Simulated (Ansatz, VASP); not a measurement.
**One calculation of KCl, two programs**

```
K Cl
1.0
     3.83920    0.00000    0.00000
     0.00000    3.83920    0.00000
     0.00000    0.00000    3.83920
K Cl
1 1
Direct
  0.00000 0.00000 0.00000
  0.50000 0.50000 0.50000
```

Alike in both runs: functional PBE; k mesh 2 × 2 × 2; occupations gaussian, width 0.1 eV; no spin polarisation.

Ansatz relaxed the structure, and its values are those at the end. VASP's run is a single point on that final structure, the one shown.

|  | VASP | Ansatz |
| --- | --- | --- |
| version | VASP 6.6.1 | Ansatz 0.2.0 |
| potentials or method | VASP PAW PBE potentials, release 64 (K_sv, Cl), cutoff 500 eV | scalar-relativistic, plane waves, PAW |
| valence electrons in the cell | 16 | 16 |

```csv
,VASP,Ansatz,Ansatz less VASP
gap on the k mesh at the Fermi level (eV),4.70,4.70,+0.001
least direct gap on the mesh (eV),4.91,4.91,+0.001
pressure (GPa),1.2,1.2,+0.01
```

Ansatz's warnings: stress scf threshold loose.

The k mesh is coarse, so the values compare programs but aren't converged.
